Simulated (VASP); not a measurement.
Write the native input for VASP 6.6.1 that does the following.

```yaml
Task: single point
Functional: r2SCAN
Potentials_or_basis: VASP PAW PBE potentials, release 64 (W_sv)
Cutoff: 520 eV
k_mesh: 16 × 16 × 16
Occupations: gaussian, width 0.15 eV
Spin: no spin polarisation
Dipole_correction: no
Further_INCAR_settings: ALGO = Normal; EDIFF = 1e-06; NBANDS = 13
```

The system is W.

```xyz
1
Lattice="-1.5973 1.5973 1.5973 1.5973 -1.5973 1.5973 1.5973 1.5973 -1.5973" Properties=species:S:1:pos:R:3 pbc="T T T"
W     0.0000    0.0000    0.0000
```

The input as run:

POSCAR

```
W
1.0
   -1.5973000000      1.5973000000      1.5973000000
    1.5973000000     -1.5973000000      1.5973000000
    1.5973000000      1.5973000000     -1.5973000000
W
1
Direct
    0.0000000000      0.0000000000      0.0000000000
```

INCAR.step1

```
SYSTEM = W
PREC = Accurate ; ENCUT = 520
ISMEAR = 0 ; SIGMA = 0.15
LREAL = .FALSE. ; LASPH = .TRUE.
NELM = 100 ; NBANDS = 13
GGA = PE ; ALGO = Normal
EDIFF = 1E-4 ; LWAVE = .TRUE.
LCHARG = .FALSE.
```

INCAR.step2

```
SYSTEM = W
PREC = Accurate ; ENCUT = 520
EDIFF = 1E-6 ; ISMEAR = 0
SIGMA = 0.15 ; LREAL = .FALSE.
LASPH = .TRUE. ; NELM = 100
ALGO = Normal ; ISIF = 2
LWAVE = .FALSE. ; LCHARG = .FALSE.
METAGGA = R2SCAN ; LMIXTAU = .TRUE.
NBANDS = 13 ; ISTART = 1
```

KPOINTS

```
Automatic mesh
0
G
  16 16 16
  0 0 0
```

Potentials or basis: VASP PAW PBE potentials, release 64 (W_sv).

Launch:

```bash
$ cat potpaw_PBE.64/W_sv/POTCAR > POTCAR
$ cp INCAR.step1 INCAR
$ mpirun -np 1 vasp_std > vasp.out
$ cp INCAR.step2 INCAR
$ mpirun -np 1 vasp_std > vasp.out
```

It gave:

```json
{"Pressure": "-6.3 GPa", "Band gap on the k mesh": "zero (band 7 reaches 16.02 eV, above the bottom of band 8 at 9.65 eV)"}
```

Caveat: the PAW data sets were made with another functional, which shifts forces and pressure a little; spin-orbit coupling is left out, which moves the levels of the heavy elements.

Run time: 36 s on 1 thread of Intel(R) Xeon(R) 6975P-C (Granite Rapids) (shared host), peak memory 0.16 GiB.
